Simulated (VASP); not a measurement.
# TaN (P-6m2) in VASP: a series of runs, part 2 of 2

VASP 6.6.1. The steps go on from the part before.

### 4 Single point, B3LYP

This run uses another cell than the first one, of 10.34 Å³/atom.

File POSCAR:

```
TaN
1.0
    2.8982924298      0.0000000000      0.0000000000
   -1.4491462149      2.5099948717      0.0000000000
    0.0000000000      0.0000000000      2.8440357641
Ta N
1 1
Direct
    0.0000000000      0.0000000000      0.5000000000
    0.6666666667      0.3333333333      0.0000000000
```

File INCAR.step1:

```
SYSTEM = TaN
PREC = Accurate ; ENCUT = 520
EDIFF = 1E-5 ; ISMEAR = -1
SIGMA = 0.05 ; LREAL = .FALSE.
LASPH = .TRUE. ; NELM = 60
ALGO = Normal ; ISIF = 2
LWAVE = .TRUE. ; GGA = PE
NBANDS = 15
```

File INCAR.step2:

```
SYSTEM = TaN
PREC = Accurate ; ENCUT = 520
EDIFF = 1E-6 ; ISMEAR = -1
SIGMA = 0.05 ; LREAL = .FALSE.
LASPH = .TRUE. ; NELM = 60
ALGO = Normal ; ISIF = 2
LWAVE = .FALSE. ; LCHARG = .TRUE.
GGA = B3 ; LHFCALC = .TRUE.
AEXX = 0.2 ; AGGAX = 0.72
AGGAC = 0.81 ; ALDAC = 0.19
PRECFOCK = Normal ; LELF = .TRUE.
LVHAR = .TRUE. ; ISTART = 1
NBANDS = 15
```

File KPOINTS:

```
Automatic mesh
0
G
  5 5 5
  0 0 0
```

Potentials or basis: VASP PAW PBE potentials, release 64 (Ta_pv, N).

Launch:

```bash
$ cat potpaw_PBE.64/Ta_pv/POTCAR potpaw_PBE.64/N/POTCAR > POTCAR
$ cp INCAR.step1 INCAR
$ mpirun -np 1 vasp_std > vasp.out
$ cp INCAR.step2 INCAR
$ mpirun -np 1 vasp_std > vasp.out
```

OUTCAR:

```text
SYSTEM = TaN
   PREC = Accurate
   ENCUT = 520
   EDIFF = 1E-6
   ISMEAR = -1
   LREAL = .FALSE.
   LASPH = .TRUE.
   NELM = 60
   ISIF = 2
   GGA = B3
   LHFCALC = .TRUE.
   AEXX = 0.2
   PRECFOCK = Normal
   ISTART = 1

 ion  position               nearest neighbor table
   1  0.000  0.000  0.500-   2 2.20   2 2.20   2 2.20   2 2.20   2 2.20   2 2.20
   2  0.667  0.333  0.000-   1 2.20   1 2.20   1 2.20   1 2.20   1 2.20   1 2.20

  LATTYP: Found a hexagonal cell.
 ALAT       =     2.8982924298
 C/A-ratio  =     0.9812797821
[... 457 lines left out ...]

  FORCE on cell =-STRESS in cart. coord.  units (eV):
  Direction    XX          YY          ZZ          XY          YZ          ZX
  --------------------------------------------------------------------------------------
  -------------------------------------------------------------------------------------
  Total        3.1033420      3.1033420      3.3895045      0.0000000      0.0000000      0.0000000
  in kB      240.3201201    240.3201201    262.4802996      0.0000000      0.0000000      0.0000000
  external PRESSURE =     247.7068466 kB  Pullay stress =       0.0000000 kB

 VOLUME and BASIS-vectors are now :
 -----------------------------------------------------------------------------
  energy-cutoff  :      520.00
  volume of cell :       20.69
      direct lattice vectors                 reciprocal lattice vectors
     2.898292430  0.000000000  0.000000000     0.345030746  0.199203594  0.000000000
    -1.449146215  2.509994872  0.000000000     0.000000000  0.398407189  0.000000000
     0.000000000  0.000000000  2.844035764     0.000000000  0.000000000  0.351613019

 POSITION                                       TOTAL-FORCE (eV/Angst)
 -----------------------------------------------------------------------------------
      0.00000      0.00000      1.42202        -0.000000     -0.000000      0.000000
      1.44915      0.83666      0.00000         0.000000      0.000000      0.000000
 -----------------------------------------------------------------------------------
    total drift:                               -0.000000      0.000055      0.000000

  FREE ENERGIE OF THE ION-ELECTRON SYSTEM (eV)
  ---------------------------------------------------
  free  energy   TOTEN  =       -25.2193905090 eV

  energy  without entropy=      -25.2171730687  energy(sigma->0) =      -25.21828179
```

OSZICAR.step1:

```text
N       E                     dE             d eps       ncg     rms          rms(c)
DAV:   1     0.958405572395E+02    0.95841E+02   -0.87808E+03   450   0.112E+03
DAV:   2    -0.221165934662E+02   -0.11796E+03   -0.11136E+03   527   0.314E+02
DAV:   3    -0.248657265149E+02   -0.27491E+01   -0.27409E+01   513   0.463E+01
DAV:   4    -0.248755622407E+02   -0.98357E-02   -0.98317E-02   576   0.311E+00
DAV:   5    -0.248756150934E+02   -0.52853E-04   -0.52852E-04   534   0.215E-01    0.256E+01
DAV:   6    -0.224294948588E+02    0.24461E+01   -0.38848E+00   576   0.235E+01    0.109E+01
DAV:   7    -0.224087167552E+02    0.20778E-01   -0.68763E-01   485   0.604E+00    0.747E+00
DAV:   8    -0.223930866240E+02    0.15630E-01   -0.13997E-01   555   0.315E+00    0.188E+00
DAV:   9    -0.223821568297E+02    0.10930E-01   -0.20747E-02   492   0.120E+00    0.162E-01
DAV:  10    -0.223823253005E+02   -0.16847E-03   -0.15558E-03   534   0.439E-01    0.989E-02
DAV:  11    -0.223822033095E+02    0.12199E-03   -0.16619E-04   506   0.133E-01    0.112E-02
DAV:  12    -0.223822039691E+02   -0.65957E-06   -0.20465E-05   387   0.411E-02
   1 F= -.22382204E+02 E0= -.22381094E+02  d E =-.222020E-02
```

Wall time 21 min (1 thread of Intel Xeon 8259CL, shared host); peak memory 0.15 GiB.

What came out:

* Free energy: -25.2194 eV
* Pressure: 24.8 GPa
* Band gap on the k mesh: zero (filled and empty bands touch)

Caveat: the k points lie up to 0.50 Å⁻¹ apart; the PAW data sets were made with another functional, which shifts forces and pressure a little; spin-orbit coupling is left out, which moves the levels of the heavy elements.

### 5 Single point, B3LYP

This run uses another cell than the first one, of 10.78 Å³/atom.

File POSCAR:

```
TaN
1.0
    2.9380000000      0.0000000000      0.0000000000
   -1.4690000000      2.5443826363      0.0000000000
    0.0000000000      0.0000000000      2.8830000000
Ta N
1 1
Direct
    0.0000000000      0.0000000000      0.5000000000
    0.6666666667      0.3333333333      0.0000000000
```

File INCAR.step1:

```
ALGO = Normal ; EDIFF = 1E-5
ENCUT = 520 ; GGA = PE
ISIF = 2 ; ISMEAR = -1
LASPH = True ; LREAL = False
LWAVE = True ; NBANDS = 15
NELM = 80 ; PREC = Accurate
SIGMA = 0.05
```

File INCAR.step2:

```
AEXX = 0.2 ; AGGAC = 0.81
AGGAX = 0.72 ; ALDAC = 0.19
ALGO = Normal ; EDIFF = 1E-6
ENCUT = 520 ; GGA = B3
ISIF = 2 ; ISMEAR = -1
ISTART = 1 ; LASPH = True
LCHARG = True ; LELF = True
LHFCALC = True ; LREAL = False
LVHAR = True ; LWAVE = False
NBANDS = 15 ; NELM = 80
PREC = Accurate ; PRECFOCK = Normal
SIGMA = 0.05
```

File KPOINTS:

```
k-points
0
Gamma
  5 5 5
```

Launch:

```bash
$ cat potpaw_PBE.64/Ta_pv/POTCAR potpaw_PBE.64/N/POTCAR > POTCAR
$ cp INCAR.step1 INCAR
$ mpirun -np 1 vasp_std > vasp.out
$ cp INCAR.step2 INCAR
$ mpirun -np 1 vasp_std > vasp.out
```

It took 13 min on 1 thread of Intel Xeon 8259CL, shared host; peak memory 0.16 GiB.

Results (log left out):

```
Free energy            : -25.3062 eV
Pressure               : 7.9 GPa
Band gap on the k mesh : zero (filled and empty bands touch)
```

Stress tensor (GPa, compression positive):
```
7.78 0.00 0.00
0.00 7.78 0.00
0.00 0.00 8.10
```

Levels at points of the mesh, in eV from the Fermi level:
```
           k point  band 5  band 6  band 7  band 8  band 9  band 10  band 11  band 12
(0.00, 0.00, 0.00)   -5.68   -5.68   -5.19   -3.92    3.03     4.22     4.22     4.73
```

Caveat: the k points lie up to 0.49 Å⁻¹ apart; the PAW data sets were made with another functional, which shifts forces and pressure a little; spin-orbit coupling is left out, which moves the levels of the heavy elements.

### 6 Single point, PBEsol+U

This run uses another cell than the first one, of 10.78 Å³/atom.

File INCAR:

```
SYSTEM = TaN
PREC     = Accurate       ! precision mode
ENCUT    = 700            ! plane-wave cutoff, eV
EDIFF    = 1E-6           ! SCF threshold, eV
ISMEAR   = -1             ! smearing method
SIGMA    = 0.05           ! smearing width, eV
LREAL    = .FALSE.        ! projectors in reciprocal space
LASPH    = .TRUE.         ! aspherical terms in the spheres
NELM     = 200            ! most SCF steps
ALGO     = Normal         ! electronic algorithm
ISIF     = 2              ! what is computed and relaxed
LWAVE    = .FALSE.        ! write WAVECAR
LCHARG   = .FALSE.        ! write CHGCAR
LMAXMIX  = 4              ! l up to which the mixer works
LDAU     = .TRUE.         ! DFT+U
LDAUTYPE = 2            
LDAUL    = 2 -1           ! shell
LDAUU    = 1 0            ! U, eV
LDAUJ    = 0 0          
LDAUPRINT= 1            
GGA      = PS             ! functional
NBANDS   = 16             ! bands
GGA_COMPAT= .FALSE.
```

File KPOINTS:

```
Automatic mesh
0
G
  10 10 9
  0 0 0
```

POSCAR is that of step 5.

Potentials or basis: VASP PAW PBE potentials, release 64 (Ta_sv_GW, N).

Launch:

```bash
$ cat potpaw_PBE.64/Ta_sv_GW/POTCAR potpaw_PBE.64/N/POTCAR > POTCAR
$ mpirun -np 1 vasp_std > vasp.out
```

Wall time 19 s (1 thread of Intel Xeon 6975P-C (Granite Rapids), shared host); peak memory 0.19 GiB.

It converged, with:

* Free energy: -25.4340 eV
* Pressure: -1.7 GPa
* Band gap on the k mesh: zero (bands 9 and 10 overlap by 0.30 eV)

Stress tensor (GPa, compression positive):
```
-1.75  0.00  0.00
 0.00 -1.75  0.00
 0.00  0.00 -1.56
```

Levels at points of the mesh, in eV from the Fermi level:
```tsv
k point	band 7	band 8	band 9	band 10	band 11	band 12
(0.00, 0.00, 0.00)	-4.66	-4.32	-3.06	2.02	3.51	3.51
(0.50, 0.00, 0.00)	-5.27	-3.58	-3.30	3.02	3.96	5.15
```

Eigenvalues of the final occupation matrices:
```
    site  spin  trace               eigenvalues
site 1 d     1   1.20  0.19 0.19 0.26 0.26 0.30
site 1 d     2   1.20  0.19 0.19 0.26 0.26 0.30
```

Caveat: the PAW data sets were made with another functional, which shifts forces and pressure a little; spin-orbit coupling is left out, which moves the levels of the heavy elements; U without spin polarisation on a metal has little footing.

### 7 Summary

```tsv
level	potentials or basis	U	cell	k mesh	cutoff (eV)	grid for exact exchange (PRECFOCK)	share of exact exchange	gap on the mesh (eV)	pressure (GPa)
PBEsol	VASP PAW PBE potentials, release 64 (Ta_sv_GW, N)	-	a = 2.820, b = 2.820, c = 2.883 Å, angles 90.0, 90.0, 120.0°, 2 atoms	9 × 9 × 8	700	-	-	none	27.7
B3LYP	VASP PAW PBE potentials, release 64 (Ta_pv, N)	-	a = 2.878, b = 2.878, c = 2.824 Å, angles 90.0, 90.0, 120.0°, 2 atoms	5 × 5 × 5	520	Normal	0.2	none	34.6
B3LYP	VASP PAW PBE potentials, release 64 (Ta_pv, N)	-	a = 2.898, b = 2.898, c = 2.844 Å, angles 90.0, 90.0, 120.0°, 2 atoms	5 × 5 × 5	520	Normal	0.2	none	24.8
B3LYP	VASP PAW PBE potentials, release 64 (Ta_pv, N)	-	a = 2.938, b = 2.938, c = 2.883 Å, angles 90.0, 90.0, 120.0°, 2 atoms	5 × 5 × 5	520	Normal	0.2	none	7.9
PBEsol+U	VASP PAW PBE potentials, release 64 (Ta_sv_GW, N)	Ta d U = 1.0 eV	a = 2.938, b = 2.938, c = 2.883 Å, angles 90.0, 90.0, 120.0°, 2 atoms	10 × 10 × 9	700	-	-	none	-1.7
```

Alike in all rows: task single point; no spin polarisation; smearing fermi-dirac 0.05 eV.

Caveats: some runs use coarse meshes; the PAW data sets were made with another functional, which shifts forces and pressure a little; spin-orbit coupling is left out, which moves the levels of the heavy elements; the stress differs along the axes, from 10 to 36 GPa (at least some runs); U without spin polarisation on a metal has little footing (at least some runs).

Total energies depend on the potentials used, so only differences within one code and one set of settings carry meaning.
